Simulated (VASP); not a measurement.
# La (P6_3/mmc) in VASP: a series of runs

Runs on La. Level: PBE. Tasks: single point, relaxation of cell and atoms.

Everything below comes from runs of VASP 6.6.1. Logs are shortened: lines on timing, memory, paths and dates and some standing lists are left out, and cuts for length are marked.

**1. The cell of the first run**

Symmetry: P6_3/mmc, No. 194, hexagonal system. Conventional cell: a = 3.783 Å, b = 3.783 Å, c = 6.109 Å, α = 90.00°, β = 90.00°, γ = 120.00°. La (site symmetry -6m2) has 12 La at 3.76 to 3.78 Å within 4.9 Å.

**2. Single point, PBE**

Input file INCAR:

```
PREC = Accurate
ENCUT = 520
EDIFF = 1E-6
ISMEAR = -1
SIGMA = 0.1
LREAL = False
LASPH = True
NELM = 80
ALGO = Normal
ISIF = 2
LWAVE = False
LCHARG = False
GGA = PE
NBANDS = 18
```

Input file KPOINTS:

```
regular mesh
0
Gamma
  10 10 5
```

Input file POSCAR:

```
La
1.0
    3.7833703043      0.0000000000      0.0000000000
   -1.8916851521      3.2764947954      0.0000000000
    0.0000000000      0.0000000000      6.1090211732
La
2
Direct
    0.3333333333      0.6666666667      0.2500000000
    0.6666666667      0.3333333333      0.7500000000
```

Potentials or basis: VASP PAW PBE potentials, release 64 (La).

Started as:

```
$ cat potpaw_PBE.64/La/POTCAR > POTCAR
$ mpirun -np 1 vasp_std > vasp.out
```

OUTCAR:

```text
PREC = Accurate
   ENCUT = 520
   EDIFF = 1E-6
   ISMEAR = -1
   LREAL = False
   LASPH = True
   NELM = 80
   ISIF = 2
   GGA = PE

 ion  position               nearest neighbor table
   1  0.333  0.667  0.250-
   2  0.667  0.333  0.750-

  LATTYP: Found a hexagonal cell.
 ALAT       =     3.7833703043
 C/A-ratio  =     1.6147034738

  Lattice vectors:

 A1 = (   3.7833703043,   0.0000000000,   0.0000000000)
 A2 = (  -1.8916851521,   3.2764947954,   0.0000000000)
 A3 = (   0.0000000000,   0.0000000000,   6.1090211732)

Analysis of symmetry for initial positions (statically):
=====================================================================
 Subroutine PRICEL returns:
 Original cell was already a primitive cell.

 Routine SETGRP: Setting up the symmetry group for a
 hexagonal supercell.

 Subroutine GETGRP returns: Found 24 space group operations
 (whereof 12 operations were pure point group operations)
 out of a pool of 24 trial point group operations.

The static configuration has the point symmetry D_3d.
 The point group associated with its full space group is D_6h.

Analysis of symmetry for dynamics (positions and initial velocities):
=====================================================================
 Subroutine PRICEL returns:
 Original cell was already a primitive cell.

 Routine SETGRP: Setting up the symmetry group for a
 hexagonal supercell.

 Subroutine GETGRP returns: Found 24 space group operations
 (whereof 12 operations were pure point group operations)
 out of a pool of 24 trial point group operations.

The dynamic configuration has the point symmetry D_3d.
 The point group associated with its full space group is D_6h.

 Subroutine INISYM returns: Found 24 space group operations
 (whereof 12 operations are pure point group operations),
 and found     1 'primitive' translations

----------------------------------------------------------------------------------------

                                     Primitive cell

  volume of cell :      75.7286

  direct lattice vectors                    reciprocal lattice vectors
     3.783370304  0.000000000  0.000000000     0.264314598  0.152602104  0.000000000
    -1.891685152  3.276494795  0.000000000     0.000000000  0.305204208  0.000000000
     0.000000000  0.000000000  6.109021173     0.000000000  0.000000000  0.163692345

  length of vectors
     3.783370304  3.783370304  6.109021173     0.305204208  0.305204208  0.163692345

  position of ions in fractional coordinates (direct lattice)
     0.333333333  0.666666667  0.250000000
     0.666666667  0.333333333  0.750000000

  ion indices of the primitive-cell ions
   primitive index   ion index
                 1           1
                 2           2

----------------------------------------------------------------------------------------

 KPOINTS: regular mesh

Automatic generation of k-mesh.
 Grid dimensions read from file:
 generate k-points for:   10   10    5

 Generating k-lattice:

  Cartesian coordinates                     Fractional coordinates (reciprocal lattice)
     0.026431460  0.015260210  0.000000000     0.100000000  0.000000000  0.000000000
     0.000000000  0.030520421  0.000000000     0.000000000  0.100000000  0.000000000
     0.000000000  0.000000000  0.032738469     0.000000000  0.000000000  0.200000000

  Length of vectors
     0.030520421  0.030520421  0.032738469

  Shift w.r.t. Gamma in fractional coordinates (k-lattice)
     0.000000000  0.000000000  0.000000000

 Subroutine IBZKPT returns following result:
 ===========================================

 Found     42 irreducible k-points:

 Following reciprocal coordinates:
            Coordinates               Weight
  0.000000  0.000000  0.000000      1.000000
  0.100000  0.000000  0.000000      6.000000
  0.200000  0.000000  0.000000      6.000000
  0.300000  0.000000  0.000000      6.000000
  0.400000  0.000000  0.000000      6.000000
  0.500000 -0.000000  0.000000      3.000000
[... 16 lines left out ...]
  0.300000  0.100000  0.200000     24.000000
  0.400000  0.100000  0.200000     24.000000
 [... further k-points ...]
   k-points           NKPTS =     42   k-points in BZ     NKDIM =     42   number of bands    NBANDS=     18
   number of dos      NEDOS =    301   number of ions     NIONS =      2
   total plane-waves  NPLWV =  37632
   dimension x,y,z NGX =    28 NGY =   28 NGZ =   48
   dimension x,y,z NGXF=    56 NGYF=   56 NGZF=   96
   ions per type =               2
   NGX,Y,Z   is equivalent  to a cutoff of  12.30, 12.30, 13.06 a.u.
   NGXF,Y,Z  is equivalent  to a cutoff of  24.61, 24.61, 26.12 a.u.
 SYSTEM =  unknown system
   PREC   = accura    normal or accurate (medium, high low for compatibility)
   ISTART =      0    job   : 0-new  1-cont  2-samecut
   ICHARG =      2    charge: 1-file 2-atom 10-const
   ISPIN  =      1    spin polarized calculation?
   LNONCOLLINEAR =      F non collinear calculations
   LSORBIT =      F    spin-orbit coupling
   LASPH  =      T    aspherical Exc in radial PAW
   ENCUT  =  520.0 eV  38.22 Ry    6.18 a.u.   7.03  7.03 11.36*2*pi/ulx,y,z
   NELM   =     80;   NELMIN=  2; NELMDL= -5     # of ELM steps
   EDIFF  = 0.1E-05   stopping-criterion for ELM
   LREAL  =      F    real-space projection
   EDIFFG = 0.1E-04   stopping-criterion for IOM
   NSW    =      0    number of steps for IOM
   IBRION =     -1    ionic relax: 0-MD 1-quasi-New 2-CG
   NFREE  =      0    steps in history (QN), initial steepest desc. (CG)
   ISIF   =      2    stress and relaxation
   ISYM   =      2    0-nonsym 1-usesym 2-fastsym
   POTIM  = 0.5000    time-step for ionic-motion
   TEBEG  =    0.0;   TEEND  =   0.0 temperature during run
   PSTRESS=    0.0 pullay stress
   NELECT =      22.0000    total number of electrons
   NUPDOWN=      -1.0000    fix difference up-down
   EMIN   =  10.00;   EMAX   =-10.00  energy-range for DOS
   EFERMI =   0.00;   METHOD = LEGACY
   ISMEAR =    -1;   SIGMA  =   0.10  broadening in eV -4-tet -1-fermi 0-gaus
   EFERMI_NEDOS =   21; number of points for ismear=-14 and -15
   IALGO  =     38    algorithm
   IMIX   =      4    mixing-type and parameters
     AMIX     =   0.40;   BMIX     =  1.00
     AMIX_MAG =   1.60;   BMIX_MAG =  1.00
  volume/ion in A,a.u.               =      37.86       255.52
  Fermi-wavevector in a.u.,A,eV,Ry     =   1.084249  2.048934 15.994956  1.175596
  Thomas-Fermi vector in A             =   2.220335
   LORBIT       =      0    0 simple, 1 ext, 2 COOP (PROOUT), +10 PAW based schemes
   GGA     = PE    functional components
   LHFCALC =     F    Hartree Fock is set to
   AEXX    =    0.0000 exact exchange contribution
   IVDW    =     0    specifies the selected vdW correction
   LEPSILON=     F    determine dielectric tensor
   LRPA    =     F    only Hartree local field effects (RPA)
 non-spin polarized calculation
  energy-cutoff  :      520.00
  volume of cell :       75.73
 maximum number of plane-waves:      2056
   NGX = 15   NGY = 15   NGZ = 23

 number of electron      21.9999998 magnetization

 Free energy of the ion-electron system (eV)
  ---------------------------------------------------
  ext. energy  EPLUGINS =         0.00000000
  ---------------------------------------------------
  free energy    TOTEN  =        -9.77332699 eV

  energy without entropy =       -9.64331145  energy(sigma->0) =       -9.70831922

 E-fermi :   7.6711     XC(G=0):  -9.4825

 val. band max:        7.6537129837   @ k =   0.3000   0.3000   0.4000
 cond. band min:       7.6717808129   @ k =   0.4000   0.1000   0.4000
 fundamental gap:      0.0180678292
 Fermi energy:         7.6710565755

 k-point     1 :       0.0000    0.0000    0.0000
  band No.  band energies     occupation
      1     -25.2079      2.00000
      2     -25.0189      2.00000
      3      -9.5547      2.00000
      4      -8.4289      2.00000
      5      -8.4289      2.00000
      6      -8.2520      2.00000
[... 10 lines left out ...]
     17       9.3449      0.00000
     18       9.3850      0.00000

 k-point     2 :       0.1000    0.0000    0.0000
  band No.  band energies     occupation
      1     -25.1932      2.00000
      2     -25.0121      2.00000
      3      -9.5151      2.00000
      4      -8.5294      2.00000
      5      -8.4604      2.00000
      6      -8.3553      2.00000
[... 10 lines left out ...]
     17       9.3425      0.00000
     18       9.3716      0.00000

 k-point     3 :       0.2000    0.0000    0.0000
  band No.  band energies     occupation
      1     -25.1533      2.00000
      2     -24.9951      2.00000
      3      -9.4034      2.00000
      4      -8.7873      2.00000
      5      -8.6102      2.00000
      6      -8.5380      2.00000
[... 10 lines left out ...]
     17       9.4278      0.00000
     18       9.4456      0.00000

 k-point     4 :       0.3000    0.0000    0.0000
  band No.  band energies     occupation
      1     -25.1003      2.00000
      2     -24.9771      2.00000
      3      -9.2410      2.00000
      4      -9.0950      2.00000
      5      -8.9002      2.00000
      6      -8.6275      2.00000
[... 375 lines left out ...]
      4      -8.9189      2.00000
      5      -8.8291      2.00000
      6      -8.5877      2.00000
[... 10 lines left out ...]
     17       9.4513      0.00000
     18       9.5204      0.00000

 k-point    23 :       0.3000    0.1000    0.2000
  band No.  band energies     occupation
      1     -25.0583      2.00000
      2     -24.9791      2.00000
      3      -9.3183      2.00000
      4      -9.1367      2.00000
      5      -8.9147      2.00000
      6      -8.6850      2.00000
[... 10 lines left out ...]
     17       9.4443      0.00000
     18       9.5101      0.00000

 k-point    24 :       0.4000    0.1000    0.2000
  band No.  band energies     occupation
      1     -25.0237      2.00000
      2     -24.9731      2.00000
      3      -9.4310      2.00000
      4      -9.2492      2.00000
      5      -8.8777      2.00000
      6      -8.7195      2.00000
[... 10 lines left out ...]
     17       9.4806      0.00000
     18       9.5062      0.00000

 [... further k-points ...]

------------------------ aborting loop because EDIFF is reached ----------------------------------------

  FORCE on cell =-STRESS in cart. coord.  units (eV):
  Direction    XX          YY          ZZ          XY          YZ          ZX
  --------------------------------------------------------------------------------------
  -------------------------------------------------------------------------------------
  Total        0.0420805      0.0420805      0.0388712      0.0000000      0.0000000     -0.0000000
  in kB        0.8902894      0.8902894      0.8223915      0.0000000      0.0000000     -0.0000000
  external PRESSURE =       0.8676568 kB  Pullay stress =       0.0000000 kB

 VOLUME and BASIS-vectors are now :
 -----------------------------------------------------------------------------
  energy-cutoff  :      520.00
  volume of cell :       75.73
      direct lattice vectors                 reciprocal lattice vectors
     3.783370304  0.000000000  0.000000000     0.264314598  0.152602104  0.000000000
    -1.891685152  3.276494795  0.000000000     0.000000000  0.305204208  0.000000000
     0.000000000  0.000000000  6.109021173     0.000000000  0.000000000  0.163692345

 POSITION                                       TOTAL-FORCE (eV/Angst)
 -----------------------------------------------------------------------------------
     -0.00000      2.18433      1.52726        -0.000000      0.000000      0.000000
      1.89169      1.09216      4.58177         0.000000     -0.000000      0.000000
 -----------------------------------------------------------------------------------
    total drift:                               -0.000000      0.000000     -0.000000

  FREE ENERGIE OF THE ION-ELECTRON SYSTEM (eV)
  ---------------------------------------------------
  free  energy   TOTEN  =        -9.7733269937 eV

  energy  without entropy=       -9.6433114505  energy(sigma->0) =       -9.70831922
```

Run time: 81 s. Hardware: 1 thread of Oxide Virtual Turin-like, shared host; peak memory 0.18 GiB.

What came out:

* Free energy: -9.7733 eV
* Pressure: 0.1 GPa
* Band gap on the k mesh: zero (bands 11 and 12 overlap by 1.43 eV)

Caveat: spin-orbit coupling is left out, which moves the levels of the heavy elements.

**3. Relaxation of cell and atoms, PBE**

This run uses another cell than the first one, of 37.42 Å³/atom.

Input file INCAR:

```
SYSTEM = La
ALGO     = Normal         ! electronic algorithm
EDIFF    = 1E-7           ! SCF threshold, eV
EDIFFG   = -0.01          ! ionic threshold
ENCUT    = 600            ! plane-wave cutoff, eV
GGA      = PE             ! functional
IBRION   = 2              ! ionic algorithm
ISIF     = 3              ! what is computed and relaxed
ISMEAR   = -1             ! smearing method
LASPH    = .True.         ! aspherical terms in the spheres
LCHARG   = .False.        ! write CHGCAR
LREAL    = .False.        ! projectors in reciprocal space
LWAVE    = .False.        ! write WAVECAR
NELM     = 100            ! most SCF steps
NSW      = 80             ! ionic steps
PREC     = Accurate       ! precision mode
SIGMA    = 0.1            ! smearing width, eV
```

Input file KPOINTS:

```
k-points
0
Gamma
  10 10 5
  0 0 0
```

Input file POSCAR:

```
La
1.0
    3.7542362609      0.0000000000      0.0000000000
   -1.8771181304      3.2512639737      0.0000000000
    0.0000000000      0.0000000000      6.1306678140
La
2
Direct
    0.3333333333      0.6666666667      0.2500000000
    0.6666666667      0.3333333333      0.7500000000
```

Potentials or basis: VASP PAW PBE potentials, release 64 (La).

Started as:

```
$ cat potpaw_PBE.64/La/POTCAR > POTCAR
$ mpirun -np 1 vasp_std > vasp.out
```

It took 4.1 min on 1 thread of Oxide Virtual Turin-like, shared host; peak memory 0.21 GiB.

The run converged. Its results:

- Free energy: -9.7747 eV
- Relaxed volume: 37.96 Å³/atom
- Relaxed cell: a = 3.786 Å, b = 3.786 Å, c = 6.117 Å, α = 90.00°, β = 90.00°, γ = 120.00°
- Space group after relaxing (to 0.1 Å): P6_3/mmc (No. 194)
- Energy gained by relaxing: 0.8 meV/atom
- Ionic steps: 5
- Pressure after relaxing: 0.0 GPa
- Band gap on the k mesh: zero (bands 11 and 12 overlap by 1.42 eV)

The path:
| step | energy change (eV) | largest force (eV/Å) | pressure (GPa) | volume (Å³) |
| --- | --- | --- | --- | --- |
| 1 | 0.0000 | 0.0000 | 0.34 | 74.83 |
| 2 | -0.0013 | 0.0000 | 0.05 | 75.70 |
| 3 | -0.0014 | 0.0000 | -0.04 | 75.97 |
| 4 | -0.0016 | 0.0000 | -0.02 | 75.95 |
| 5 | -0.0016 | 0.0000 | 0.00 | 75.92 |

Final structure:
```
La
1.0
     3.78555    0.00000    0.00000
    -1.89278    3.27839    0.00000
     0.00000    0.00000    6.11719
La
2
Direct
  0.33333 0.66667 0.25000
  0.66667 0.33333 0.75000
```

Levels at points of the mesh, in eV from the Fermi level:
| k point | band 7 | band 8 | band 9 | band 10 | band 11 | band 12 | band 13 | band 14 | band 15 |
| --- | --- | --- | --- | --- | --- | --- | --- | --- | --- |
| (0.00, 0.00, 0.00) | -15.93 | -15.90 | -3.18 | -1.72 | 1.11 | 1.32 | 1.32 | 1.53 | 1.61 |
| (0.50, 0.00, 0.00) | -16.23 | -16.09 | -1.54 | -1.14 | -1.10 | 1.13 | 1.23 | 1.28 | 1.48 |

Caveat: spin-orbit coupling is left out, which moves the levels of the heavy elements.

(Continued in part 2 of 2.)
